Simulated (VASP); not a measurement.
# Mg3Ti (I4/mmm) in VASP: single point with PBE

Aim: the single point of Mg3Ti with PBE.

Everything below comes from runs of VASP 6.6.1. Logs are shortened: lines on timing, memory, paths and dates and some standing lists are left out, and cuts for length are marked.

### Step 1. The cell of the first run

The structure is tetragonal, space group I4/mmm (No. 139). The conventional cell has a = 4.402 Å, b = 4.402 Å, c = 8.755 Å, α = 90.00°, β = 90.00°, γ = 90.00°. Within 4.1 Å of Mg (site symmetry 4/mmm) lie 8 Mg at 3.10 Å and 4 Ti at 3.11 Å. Mg (site symmetry -4m2) has 8 Mg at 3.10 to 3.11 Å and 4 Ti at 3.10 Å within 4.1 Å. Ti (site symmetry 4/mmm) has 12 Mg at 3.10 to 3.11 Å within 4.1 Å.

### Step 2. Single point, PBE, collinear spin, ferromagnetic start

INCAR

```
SYSTEM = Mg3Ti
  PREC = Accurate
  ENCUT = 520
  EDIFF = 1E-6
  ISMEAR = 0
  SIGMA = 0.1
  LREAL = .FALSE.
  LASPH = .TRUE.
  NELM = 150
  ALGO = Normal
  ISIF = 2
  LWAVE = .FALSE.
  LCHARG = .FALSE.
  ISPIN = 2
  MAGMOM = 0 0 0 1
  LORBIT = 11
  LMAXMIX = 4
  GGA = PE
  NBANDS = 21
```

KPOINTS

```
regular mesh
0
G
  6 6 6
  0 0 0
```

POSCAR

```
Mg3Ti
1.0
   -2.2009700000      2.2009700000      4.3775730000
    2.2009700000     -2.2009700000      4.3775730000
    2.2009700000      2.2009700000     -4.3775730000
Mg Ti
3 1
Direct
    0.5000000000      0.5000000000      0.0000000000
    0.2500000000      0.7500000000      0.5000000000
    0.7500000000      0.2500000000      0.5000000000
    0.0000000000      0.0000000000      0.0000000000
```

Potentials or basis: VASP PAW PBE potentials, release 64 (Mg, Ti_sv).

Run with:

```bash
$ cat potpaw_PBE.64/Mg/POTCAR potpaw_PBE.64/Ti_sv/POTCAR > POTCAR
$ mpirun -np 1 vasp_std > vasp.out
```

OUTCAR:

```text
SYSTEM = Mg3Ti
   PREC = Accurate
   ENCUT = 520
   EDIFF = 1E-6
   ISMEAR = 0
   LREAL = .FALSE.
   LASPH = .TRUE.
   NELM = 150
   ISIF = 2
   ISPIN = 2
   LORBIT = 11
   GGA = PE

 ion  position               nearest neighbor table
   1  0.500  0.500  0.000-   2 3.10   3 3.10   2 3.10   3 3.10   2 3.10   3 3.10   2 3.10   3 3.10
                             4 3.11   4 3.11   4 3.11   4 3.11
   2  0.250  0.750  0.500-   4 3.10   1 3.10   1 3.10   4 3.10   1 3.10   4 3.10   4 3.10   1 3.10
                             3 3.11   3 3.11   3 3.11   3 3.11
   3  0.750  0.250  0.500-   1 3.10   4 3.10   1 3.10   4 3.10   1 3.10   4 3.10   1 3.10   4 3.10
                             2 3.11   2 3.11   2 3.11   2 3.11
   4  0.000  0.000  0.000-   3 3.10   2 3.10   2 3.10   3 3.10   2 3.10   3 3.10   3 3.10   2 3.10
                             1 3.11   1 3.11   1 3.11   1 3.11

  LATTYP: Found a body centered tetragonal cell.
 ALAT       =     4.4019400000
 C/A-ratio  =     1.9889289722

  Lattice vectors:

 A1 = (  -2.2009700000,   2.2009700000,   4.3775730000)
 A2 = (   2.2009700000,  -2.2009700000,   4.3775730000)
 A3 = (   2.2009700000,   2.2009700000,  -4.3775730000)

Analysis of symmetry for initial positions (statically):
=====================================================================
 Subroutine PRICEL returns:
 Original cell was already a primitive cell.

 Routine SETGRP: Setting up the symmetry group for a
 body centered tetragonal supercell.

 Subroutine GETGRP returns: Found 16 space group operations
 (whereof 16 operations were pure point group operations)
 out of a pool of 16 trial point group operations.

The static configuration has the point symmetry D_4h.

Analysis of symmetry for dynamics (positions and initial velocities):
=====================================================================
 Subroutine PRICEL returns:
 Original cell was already a primitive cell.

 Routine SETGRP: Setting up the symmetry group for a
 body centered tetragonal supercell.

 Subroutine GETGRP returns: Found 16 space group operations
 (whereof 16 operations were pure point group operations)
 out of a pool of 16 trial point group operations.

The dynamic configuration has the point symmetry D_4h.

Analysis of structural, dynamic, and magnetic symmetry:
=====================================================================
 Subroutine PRICEL returns:
 Original cell was already a primitive cell.

 Routine SETGRP: Setting up the symmetry group for a
 body centered tetragonal supercell.

 Subroutine GETGRP returns: Found 16 space group operations
 (whereof 16 operations were pure point group operations)
 out of a pool of 16 trial point group operations.

The overall configuration has the point symmetry D_4h.

 Subroutine INISYM returns: Found 16 space group operations
 (whereof 16 operations are pure point group operations),
 and found     1 'primitive' translations

----------------------------------------------------------------------------------------

                                     Primitive cell

  volume of cell :      84.8246

  direct lattice vectors                    reciprocal lattice vectors
    -2.200970000  2.200970000  4.377573000     0.000000000  0.227172565  0.114218541
     2.200970000 -2.200970000  4.377573000     0.227172565  0.000000000  0.114218541
     2.200970000  2.200970000 -4.377573000     0.227172565  0.227172565  0.000000000

  length of vectors
     5.371376290  5.371376290  5.371376290     0.254270032  0.254270032  0.321270522

  position of ions in fractional coordinates (direct lattice)
     0.500000000  0.500000000  0.000000000
     0.250000000  0.750000000  0.500000000
     0.750000000  0.250000000  0.500000000
     0.000000000  0.000000000  0.000000000

  ion indices of the primitive-cell ions
   primitive index   ion index
                 1           1
                 2           2
                 3           3
                 4           4

----------------------------------------------------------------------------------------

 KPOINTS: regular mesh

Automatic generation of k-mesh.
 Grid dimensions read from file:
 generate k-points for:    6    6    6

 Generating k-lattice:

  Cartesian coordinates                     Fractional coordinates (reciprocal lattice)
     0.000000000  0.037862094  0.019036423     0.166666667 -0.000000000  0.000000000
     0.037862094  0.000000000  0.019036423    -0.000000000  0.166666667  0.000000000
     0.037862094  0.037862094  0.000000000     0.000000000  0.000000000  0.166666667

  Length of vectors
     0.042378339  0.042378339  0.053545087

  Shift w.r.t. Gamma in fractional coordinates (k-lattice)
     0.000000000  0.000000000  0.000000000

 Subroutine IBZKPT returns following result:
 ===========================================

 Found     30 irreducible k-points:

 Following reciprocal coordinates:
            Coordinates               Weight
  0.000000  0.000000  0.000000      1.000000
  0.166667  0.000000 -0.000000      8.000000
  0.333333  0.000000 -0.000000      8.000000
  0.500000  0.000000 -0.000000      4.000000
  0.166667  0.166667 -0.000000      8.000000
  0.333333  0.166667 -0.000000     16.000000
[... 16 lines left out ...]
 -0.333333 -0.333333  0.166667      8.000000
 -0.166667 -0.333333  0.166667      8.000000
 [... further k-points ...]
   k-points           NKPTS =     30   k-points in BZ     NKDIM =     30   number of bands    NBANDS=     21
   number of dos      NEDOS =    301   number of ions     NIONS =      4
   total plane-waves  NPLWV =  64000
   dimension x,y,z NGX =    40 NGY =   40 NGZ =   40
   dimension x,y,z NGXF=    80 NGYF=   80 NGZF=   80
   ions per type =               3   1
   NGX,Y,Z   is equivalent  to a cutoff of  12.38, 12.38, 12.38 a.u.
   NGXF,Y,Z  is equivalent  to a cutoff of  24.76, 24.76, 24.76 a.u.
 SYSTEM =  Mg3Ti
   PREC   = accura    normal or accurate (medium, high low for compatibility)
   ISTART =      0    job   : 0-new  1-cont  2-samecut
   ICHARG =      2    charge: 1-file 2-atom 10-const
   ISPIN  =      2    spin polarized calculation?
   LNONCOLLINEAR =      F non collinear calculations
   LSORBIT =      F    spin-orbit coupling
   LASPH  =      T    aspherical Exc in radial PAW
   ENCUT  =  520.0 eV  38.22 Ry    6.18 a.u.   9.99  9.99  9.99*2*pi/ulx,y,z
   NELM   =    150;   NELMIN=  2; NELMDL= -5     # of ELM steps
   EDIFF  = 0.1E-05   stopping-criterion for ELM
   LREAL  =      F    real-space projection
   EDIFFG = 0.1E-04   stopping-criterion for IOM
   NSW    =      0    number of steps for IOM
   IBRION =     -1    ionic relax: 0-MD 1-quasi-New 2-CG
   NFREE  =      0    steps in history (QN), initial steepest desc. (CG)
   ISIF   =      2    stress and relaxation
   ISYM   =      2    0-nonsym 1-usesym 2-fastsym
   POTIM  = 0.5000    time-step for ionic-motion
   TEBEG  =    0.0;   TEEND  =   0.0 temperature during run
   PSTRESS=    0.0 pullay stress
   NELECT =      18.0000    total number of electrons
   NUPDOWN=      -1.0000    fix difference up-down
   EMIN   =  10.00;   EMAX   =-10.00  energy-range for DOS
   EFERMI =   0.00;   METHOD = LEGACY
   ISMEAR =     0;   SIGMA  =   0.10  broadening in eV -4-tet -1-fermi 0-gaus
   EFERMI_NEDOS =   21; number of points for ismear=-14 and -15
   IALGO  =     38    algorithm
   IMIX   =      4    mixing-type and parameters
     AMIX     =   0.40;   BMIX     =  1.00
     AMIX_MAG =   1.60;   BMIX_MAG =  1.00
  volume/ion in A,a.u.               =      21.21       143.11
  Fermi-wavevector in a.u.,A,eV,Ry     =   0.976469  1.845259 12.973042  0.953492
  Thomas-Fermi vector in A             =   2.107090
   LORBIT       =     11    0 simple, 1 ext, 2 COOP (PROOUT), +10 PAW based schemes
   GGA     = PE    functional components
   LHFCALC =     F    Hartree Fock is set to
   AEXX    =    0.0000 exact exchange contribution
   IVDW    =     0    specifies the selected vdW correction
   LEPSILON=     F    determine dielectric tensor
   LRPA    =     F    only Hartree local field effects (RPA)
 spin polarized calculation
 Gauss-broadening in eV      SIGMA  =   0.10
  energy-cutoff  :      520.00
  volume of cell :       84.82
 maximum number of plane-waves:      2328
   NGX = 19   NGY = 19   NGZ = 19

 number of electron      18.0000002 magnetization       2.0547543

 Free energy of the ion-electron system (eV)
  ---------------------------------------------------
  ext. energy  EPLUGINS =         0.00000000
  ---------------------------------------------------
  free energy    TOTEN  =       -11.48396418 eV

  energy without entropy =      -11.46335513  energy(sigma->0) =      -11.47365965

 E-fermi :   3.6811     XC(G=0):  -9.1763

 val. band max:        3.6807980834   @ k =  -0.1667  -0.3333   0.1667
 cond. band min:       3.6998719883   @ k =   0.1667   0.0000  -0.0000
 fundamental gap:      0.0190739049
 Fermi energy:         3.6811003734

 spin component 1

 k-point     1 :       0.0000    0.0000    0.0000
  band No.  band energies     occupation
      1     -53.7465      1.00000
      2     -30.0447      1.00000
      3     -30.0103      1.00000
      4     -30.0103      1.00000
      5      -3.1543      1.00000
      6       2.8139      1.00000
[... 550 lines left out ...]
      5      -2.4282      1.00000
      6       1.1680      1.00000
[... 13 lines left out ...]
     20      10.3146      0.00000
     21      11.5967      0.00000

 [... further k-points ...]

 spin component 2

 k-point     1 :       0.0000    0.0000    0.0000
  band No.  band energies     occupation
      1     -52.5332      1.00000
      2     -28.8375      1.00000
      3     -28.8375      1.00000
      4     -28.7339      1.00000
      5      -2.8571      1.00000
      6       3.5445      0.97335
[... 550 lines left out ...]
      5      -2.1378      1.00000
      6       1.4842      1.00000
[... 13 lines left out ...]
     20      10.7502      0.00000
     21      12.1038      0.00000

 [... further k-points ...]
[... 5 lines left out ...]
  --------------------------------------------------------------------------------------
  -------------------------------------------------------------------------------------
  Total        0.0275670      0.0275670      0.0576353      0.0000000      0.0000000      0.0000000
  in kB        0.5206896      0.5206896      1.0886232      0.0000000      0.0000000      0.0000000
  external PRESSURE =       0.7100008 kB  Pullay stress =       0.0000000 kB

 VOLUME and BASIS-vectors are now :
 -----------------------------------------------------------------------------
  energy-cutoff  :      520.00
  volume of cell :       84.82
      direct lattice vectors                 reciprocal lattice vectors
    -2.200970000  2.200970000  4.377573000     0.000000000  0.227172565  0.114218541
     2.200970000 -2.200970000  4.377573000     0.227172565  0.000000000  0.114218541
     2.200970000  2.200970000 -4.377573000     0.227172565  0.227172565  0.000000000

 POSITION                                       TOTAL-FORCE (eV/Angst)
 -----------------------------------------------------------------------------------
      0.00000      0.00000      4.37757         0.000000     -0.000000      0.000000
      2.20097      0.00000      2.18879        -0.000000      0.000000      0.000000
      0.00000      2.20097      2.18879        -0.000000     -0.000000     -0.000000
      0.00000      0.00000      0.00000         0.000000     -0.000000      0.000000
 -----------------------------------------------------------------------------------
    total drift:                               -0.000000     -0.000000     -0.000000

  FREE ENERGIE OF THE ION-ELECTRON SYSTEM (eV)
  ---------------------------------------------------
  free  energy   TOTEN  =       -11.4839641818 eV

  energy  without entropy=      -11.4633551258  energy(sigma->0) =      -11.47365965

 total charge

# of ion       s       p       d       tot
------------------------------------------
    1        0.212   0.143   0.015   0.370
    2        0.221   0.142   0.015   0.377
    3        0.221   0.142   0.015   0.377
    4        2.178   6.042   1.909  10.129
--------------------------------------------------
tot          2.832   6.468   1.953  11.254

 magnetization (x)

# of ion       s       p       d       tot
------------------------------------------
    1       -0.001   0.005   0.003   0.007
    2       -0.006   0.016   0.004   0.014
    3       -0.006   0.016   0.004   0.014
    4        0.024   0.022   1.239   1.286
--------------------------------------------------
tot          0.011   0.059   1.250   1.320
```

It took 54 s on 1 thread of Intel Xeon 6975P-C (Granite Rapids), shared host; peak memory 0.32 GiB.

What came out:

```yaml
Free_energy: -11.4840 eV
Pressure: 0.1 GPa
Net_moment: 2.05 μB per cell
Site_moments: Mg +0.01; Ti +1.29 μB
Valence_electrons_inside_the_program's_atomic_spheres: Mg 0.37, 0.38; Ti 10.13
```

Levels at points of the mesh, in eV from the Fermi level:
Spin up:
| k point | band 8 | band 9 | band 10 | band 11 | band 12 | band 13 |
| --- | --- | --- | --- | --- | --- | --- |
| (0.00, 0.00, 0.00) | -0.61 | -0.61 | 0.21 | 0.38 | 2.29 | 2.29 |
| (0.50, 0.00, 0.00) | -0.56 | -0.54 | -0.12 | 0.07 | 0.83 | 2.28 |
| (0.50, 0.50, 0.00) | -1.42 | -1.18 | -1.16 | -0.31 | 0.69 | 0.93 |
| (0.50, 0.50, 0.50) | -0.28 | 0.16 | 0.16 | 0.29 | 0.29 | 0.30 |
Spin down:
```tsv
k point	band 6	band 7	band 8	band 9	band 10	band 11
(0.00, 0.00, 0.00)	-0.14	-0.09	0.28	0.28	0.57	1.42
(0.50, 0.00, 0.00)	-4.05	-1.19	-0.16	0.37	0.99	1.27
(0.50, 0.50, 0.00)	-2.69	-1.64	-1.19	-0.86	-0.33	0.75
(0.50, 0.50, 0.50)	-4.44	-0.59	0.59	0.59	0.78	1.39
```
